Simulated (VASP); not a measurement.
# MgO (Fm-3m) in VASP: notebook, part 2 of 2

VASP 6.6.1.

## 3. Single point, PBE

Input file INCAR:

```
SYSTEM = MgO
PREC = Accurate ; ENCUT = 840
EDIFF = 1E-6 ; ISMEAR = -1
SIGMA = 0.1 ; LREAL = .False.
LASPH = .True. ; NELM = 120
ALGO = Normal ; ISIF = 2
LWAVE = .False. ; LCHARG = .True.
GGA = PE ; LELF = .True.
LVHAR = .True. ; NBANDS = 15
GGA_COMPAT = .False.
```

Input file KPOINTS:

```
Automatic mesh
0
Gamma
  7 7 7
  0 0 0
```

Input file POSCAR:

```
MgO
1.0
    0.0000000000      2.1957500000      2.1957500000
    2.1957500000      0.0000000000      2.1957500000
    2.1957500000      2.1957500000      0.0000000000
Mg O
1 1
Direct
    0.0000000000      0.0000000000      0.0000000000
    0.5000000000      0.5000000000      0.5000000000
```

Potentials or basis: VASP PAW PBE potentials, release 64 (Mg_sv, O).

Launch:

```
> cat potpaw_PBE.64/Mg_sv/POTCAR potpaw_PBE.64/O/POTCAR > POTCAR
> mpirun -np 1 vasp_std > vasp.out
```

OUTCAR:

```text
SYSTEM = MgO
   PREC = Accurate
   ENCUT = 840
   EDIFF = 1E-6
   ISMEAR = -1
   LREAL = .False.
   LASPH = .True.
   NELM = 120
   ISIF = 2
   GGA = PE

 ion  position               nearest neighbor table
   1  0.000  0.000  0.000-
   2  0.500  0.500  0.500-

  LATTYP: Found a face centered cubic cell.
 ALAT       =     4.3915000000

  Lattice vectors:

 A1 = (   0.0000000000,   2.1957500000,   2.1957500000)
 A2 = (   2.1957500000,   0.0000000000,   2.1957500000)
 A3 = (   2.1957500000,   2.1957500000,   0.0000000000)

Analysis of symmetry for initial positions (statically):
=====================================================================
 Subroutine PRICEL returns:
 Original cell was already a primitive cell.

 Routine SETGRP: Setting up the symmetry group for a
 face centered cubic supercell.

 Subroutine GETGRP returns: Found 48 space group operations
 (whereof 48 operations were pure point group operations)
 out of a pool of 48 trial point group operations.

The static configuration has the point symmetry O_h .

Analysis of symmetry for dynamics (positions and initial velocities):
=====================================================================
 Subroutine PRICEL returns:
 Original cell was already a primitive cell.

 Routine SETGRP: Setting up the symmetry group for a
 face centered cubic supercell.

 Subroutine GETGRP returns: Found 48 space group operations
 (whereof 48 operations were pure point group operations)
 out of a pool of 48 trial point group operations.

The dynamic configuration has the point symmetry O_h .

 Subroutine INISYM returns: Found 48 space group operations
 (whereof 48 operations are pure point group operations),
 and found     1 'primitive' translations

----------------------------------------------------------------------------------------

                                     Primitive cell

  volume of cell :      21.1728
[... 111 lines left out ...]
   AEXX    =    0.0000 exact exchange contribution
   IVDW    =     0    specifies the selected vdW correction
   LEPSILON=     F    determine dielectric tensor
   LRPA    =     F    only Hartree local field effects (RPA)
 non-spin polarized calculation
  energy-cutoff  :      840.00
  volume of cell :       21.17
 maximum number of plane-waves:      1211
 NGX is ok and might be reduce to    30
   NGX = 15   NGY = 15   NGZ = 15

 number of electron      16.0000008 magnetization

 Free energy of the ion-electron system (eV)
  ---------------------------------------------------
  ext. energy  EPLUGINS =         0.00000000
  ---------------------------------------------------
  free energy    TOTEN  =       -11.81377773 eV

  energy without entropy =      -11.81377772  energy(sigma->0) =      -11.81377773

 E-fermi :   4.0137     XC(G=0): -10.7779

 val. band max:        2.0751205060   @ k =   0.0000   0.0000   0.0000
 cond. band min:       5.6927086016   @ k =   0.0000   0.0000   0.0000
 fundamental gap:      3.6175880956
 Fermi energy:         4.0136800017

 k-point     1 :       0.0000    0.0000    0.0000
  band No.  band energies     occupation
      1     -70.6529      2.00000
      2     -37.3895      2.00000
      3     -37.3895      2.00000
      4     -37.3895      2.00000
      5     -14.5857      2.00000
      6       2.0751      2.00000
      7       2.0751      2.00000
      8       2.0751      2.00000
      9       5.6927      0.00000
     10      17.1647      0.00000
     11      17.1647      0.00000
     12      17.1647      0.00000
     13      20.7612      0.00000
     14      22.4042      0.00000
[... 329 lines left out ...]
      2     -37.4221      2.00000
      3     -37.4202      2.00000
      4     -37.4050      2.00000
      5     -13.3609      2.00000
      6      -0.6589      2.00000
      7      -0.4959      2.00000
      8       0.8131      2.00000
      9      12.2426      0.00000
     10      12.8461      0.00000
     11      13.1668      0.00000
     12      16.7058      0.00000
     13      21.0610      0.00000
     14      23.3702      0.00000
     15      26.9085      0.00000

------------------------ aborting loop because EDIFF is reached ----------------------------------------

  FORCE on cell =-STRESS in cart. coord.  units (eV):
  Direction    XX          YY          ZZ          XY          YZ          ZX
  --------------------------------------------------------------------------------------
  -------------------------------------------------------------------------------------
  Total       -1.5611289     -1.5611289     -1.5611289      0.0000000      0.0000000     -0.0000000
  in kB     -118.1328486   -118.1328486   -118.1328486      0.0000000      0.0000000     -0.0000000
  external PRESSURE =    -118.1328486 kB  Pullay stress =       0.0000000 kB

 VOLUME and BASIS-vectors are now :
 -----------------------------------------------------------------------------
  energy-cutoff  :      840.00
  volume of cell :       21.17
      direct lattice vectors                 reciprocal lattice vectors
     0.000000000  2.195750000  2.195750000    -0.227712627  0.227712627  0.227712627
     2.195750000  0.000000000  2.195750000     0.227712627 -0.227712627  0.227712627
     2.195750000  2.195750000  0.000000000     0.227712627  0.227712627 -0.227712627

 POSITION                                       TOTAL-FORCE (eV/Angst)
 -----------------------------------------------------------------------------------
      0.00000      0.00000      0.00000         0.000000      0.000000      0.000000
      2.19575      2.19575      2.19575        -0.000000     -0.000000     -0.000000
 -----------------------------------------------------------------------------------
    total drift:                                0.000000      0.000000      0.000000

  FREE ENERGIE OF THE ION-ELECTRON SYSTEM (eV)
  ---------------------------------------------------
  free  energy   TOTEN  =       -11.8137777259 eV

  energy  without entropy=      -11.8137777247  energy(sigma->0) =      -11.81377773
```

OSZICAR:

```text
N       E                     dE             d eps       ncg     rms          rms(c)
DAV:   1     0.151343783568E+03    0.15134E+03   -0.13358E+04   600   0.174E+03
DAV:   2    -0.717992994621E+01   -0.15852E+03   -0.15072E+03   698   0.417E+02
DAV:   3    -0.133057614122E+02   -0.61258E+01   -0.60819E+01   832   0.771E+01
DAV:   4    -0.134101445749E+02   -0.10438E+00   -0.10438E+00   656   0.993E+00
DAV:   5    -0.134122857204E+02   -0.21411E-02   -0.21411E-02   826   0.115E+00    0.867E+00
DAV:   6    -0.118487897151E+02    0.15635E+01   -0.28595E+00   656   0.147E+01    0.307E+00
DAV:   7    -0.118269226947E+02    0.21867E-01   -0.12985E-01   677   0.335E+00    0.181E+00
DAV:   8    -0.118146841250E+02    0.12239E-01   -0.45062E-02   754   0.237E+00    0.347E-01
DAV:   9    -0.118135454858E+02    0.11386E-02   -0.40540E-03   670   0.566E-01    0.105E-01
DAV:  10    -0.118137914949E+02   -0.24601E-03   -0.31631E-04   733   0.204E-01    0.569E-02
DAV:  11    -0.118137775885E+02    0.13906E-04   -0.32527E-05   782   0.659E-02    0.528E-03
DAV:  12    -0.118137777259E+02   -0.13735E-06   -0.92893E-07   538   0.146E-02
   1 F= -.11813778E+02 E0= -.11813778E+02  d E =-.115832E-08
```

stdout:

```text
POSCAR found type information on POSCAR MgO
 POSCAR found :  2 types and       2 ions
 scaLAPACK will be used
 LDA part: xc-table for (Slater+PW92), standard interpolation
 POSCAR, INCAR and KPOINTS ok, starting setup
 FFT: planning ... GRIDC
 FFT: planning ... GRID_SOFT
 FFT: planning ... GRID
 WAVECAR not read
 entering main loop
```

It took 10 s on 1 thread of Intel Xeon Platinum 8375C at 2.90GHz (Ice Lake), shared host; peak memory 0.16 GiB.

What came out:

| Property | Result |
| --- | --- |
| Free energy | -11.8138 eV |
| Pressure | -11.8 GPa |
| Band gap on the k mesh | 3.62 eV |

Levels at points of the mesh, in eV from the valence-band top:
| k point | band 4 | band 5 | band 6 | band 7 | band 8 | band 9 | band 10 | band 11 | band 12 | band 13 |
| --- | --- | --- | --- | --- | --- | --- | --- | --- | --- | --- |
| (0.00, 0.00, 0.00) | -39.46 | -16.66 | 0.00 | 0.00 | 0.00 | 3.62 | 15.09 | 15.09 | 15.09 | 18.69 |

Caveat: the cell stands under tension. A hybrid or GW would open this gap; PBE tends to underestimate it.
